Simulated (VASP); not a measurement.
Wanted: the native input for a VASP 6.6.1 run.

```
Task                   : single point
Functional             : PBE
Potentials or basis    : VASP PAW PBE potentials, release 64 (Mg, Ti_sv, As)
Cutoff                 : 520 eV
k mesh                 : 4 × 4 × 4
Occupations            : gaussian, width 0.1 eV
Spin                   : no spin polarisation
Dipole correction      : no
Further INCAR settings : ALGO = Normal; EDIFF = 1e-07; NBANDS = 26
```

The structure of Mg3TiAs3 lies in POSCAR:

```
Mg3TiAs3
1.0
    5.5110189193      0.0000000000      0.0000000000
    0.0000000000      5.5110189193      0.0000000000
    0.0000000000      0.0000000000      5.5110189193
Mg Ti As
3 1 3
Direct
    0.5000000000      0.5000000000      0.0000000000
    0.0000000000      0.5000000000      0.5000000000
    0.5000000000      0.0000000000      0.5000000000
    0.5000000000      0.5000000000      0.5000000000
    0.5000000000      0.0000000000      0.0000000000
    0.0000000000      0.5000000000      0.0000000000
    0.0000000000      0.0000000000      0.5000000000
```

These files were run (other wordings do the same):

INCAR

```
SYSTEM = Mg3TiAs3
  PREC = Accurate
  ENCUT = 520
  EDIFF = 1E-7
  ISMEAR = 0
  SIGMA = 0.1
  LREAL = .FALSE.
  LASPH = .TRUE.
  NELM = 60
  ALGO = Normal
  ISIF = 2
  LWAVE = .FALSE.
  LCHARG = .FALSE.
  GGA = PE
  NBANDS = 26
```

KPOINTS

```
regular mesh
0
G
  4 4 4
  0 0 0
```

Potentials or basis: VASP PAW PBE potentials, release 64 (Mg, Ti_sv, As).

The run is started by

```sh
$ cat potpaw_PBE.64/Mg/POTCAR potpaw_PBE.64/Ti_sv/POTCAR potpaw_PBE.64/As/POTCAR > POTCAR
$ mpirun -np 1 vasp_std > vasp.out
```

It gave:

| Item | Value |
| --- | --- |
| Pressure | 0.0 GPa |

Run time: 38 s on 1 thread of Intel(R) Xeon(R) Platinum 8488C (Sapphire Rapids), with other jobs on the host, peak memory 0.28 GiB.
